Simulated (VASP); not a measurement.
Set up this calculation in VASP 6.6.1, as the native input.

```yaml
Task: single point
Functional: r2SCAN
Potentials_or_basis: VASP PAW PBE potentials, release 64 (In_d)
Cutoff: 520 eV
k_mesh: 12 × 12 × 12
Occupations: fermi-dirac, width 0.1 eV
Spin: no spin polarisation
Dipole_correction: no
Further_INCAR_settings: ALGO = Normal; EDIFF = 1e-06; NBANDS = 12
```

Crystal: In.

```
In
1.0
     2.91673    0.00000    0.00000
     0.00000    2.91673    0.00000
     0.00000    0.00000    2.91673
In
1
Direct
  0.00000 0.00000 0.00000
```

This isn't the form of In at room conditions, which is tetragonal.

One way to write it, as run:

POSCAR

```
In
1.0
    2.9167328128      0.0000000000      0.0000000000
    0.0000000000      2.9167328128      0.0000000000
    0.0000000000      0.0000000000      2.9167328128
In
1
Direct
    0.0000000000      0.0000000000      0.0000000000
```

INCAR.step1

```
SYSTEM = In
PREC = Accurate
ENCUT = 520
ISMEAR = -1
SIGMA = 0.1
LREAL = .False.
LASPH = .True.
NELM = 100
NBANDS = 12
GGA = PE
ALGO = Normal
EDIFF = 1E-4
LWAVE = .True.
LCHARG = .False.
```

INCAR.step2

```
SYSTEM = In
PREC = Accurate
ENCUT = 520
EDIFF = 1E-6
ISMEAR = -1
SIGMA = 0.1
LREAL = .False.
LASPH = .True.
NELM = 100
ALGO = Normal
ISIF = 2
LWAVE = .False.
LCHARG = .False.
METAGGA = R2SCAN
LMIXTAU = .True.
NBANDS = 12
ISTART = 1
```

KPOINTS

```
regular mesh
0
Gamma
  12 12 12
  0 0 0
```

Potentials or basis: VASP PAW PBE potentials, release 64 (In_d).

Command:

```bash
$ cat potpaw_PBE.64/In_d/POTCAR > POTCAR
$ cp INCAR.step1 INCAR
$ mpirun -np 1 vasp_std > vasp.out
$ cp INCAR.step2 INCAR
$ mpirun -np 1 vasp_std > vasp.out
```

It gave:

```
Pressure               : 6.9 GPa
Band gap on the k mesh : zero (an odd number of electrons rules out a gap without spin polarisation)
```

Caveat: the cell stands under pressure; the PAW data sets were made with another functional, which shifts forces and pressure a little; spin-orbit coupling is left out, which moves the levels of the heavy elements.

Wall time 94 s on 1 thread of Intel Xeon 8259CL, on a shared host, peak memory 0.16 GiB.
